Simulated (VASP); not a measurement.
Set up this calculation in VASP 6.6.1, as the native input.

```
Task                   : single point
Functional             : PBE
Potentials or basis    : VASP PAW PBE potentials, release 64 (Ni)
Cutoff                 : 600 eV
k mesh                 : 15 × 15 × 15
Occupations            : fermi-dirac, width 0.1 eV
Spin                   : no spin polarisation
Dipole correction      : no
Further INCAR settings : ALGO = Normal; EDIFF = 1e-06; NBANDS = 11
```

The structure of Ni lies in POSCAR:

```
Ni
1.0
    2.3265230022      0.0000000000      0.0000000000
    0.0000000000      2.3265230022      0.0000000000
    0.0000000000      0.0000000000      2.3265230022
Ni
1
Direct
    0.0000000000      0.0000000000      0.0000000000
```

One way to write it, as run:

INCAR

```
  PREC = Accurate
  ENCUT = 600
  EDIFF = 1E-6
  ISMEAR = -1
  SIGMA = 0.1
  LREAL = F
  LASPH = T
  NELM = 120
  ALGO = Normal
  ISIF = 2
  LWAVE = F
  LCHARG = F
  GGA = PE
  NBANDS = 11
  GGA_COMPAT = F
```

KPOINTS

```
Automatic mesh
0
Gamma
  15 15 15
```

Potentials or basis: VASP PAW PBE potentials, release 64 (Ni).

Launch:

```console
$ cat potpaw_PBE.64/Ni/POTCAR > POTCAR
$ mpirun -np 1 vasp_std > vasp.out
```

It gave:

```json
{"Pressure": "-0.2 GPa", "Band gap on the k mesh": "zero (band 5 reaches 8.14 eV, above the bottom of band 6 at 6.98 eV)"}
```

Caveat: the run has no spin polarisation, though such a crystal can be magnetic.

It took 13 s on 1 thread of Intel(R) Xeon(R) Platinum 8259CL CPU @ 2.50GHz (Skylake/Cascade Lake) (shared host), peak memory 0.13 GiB.
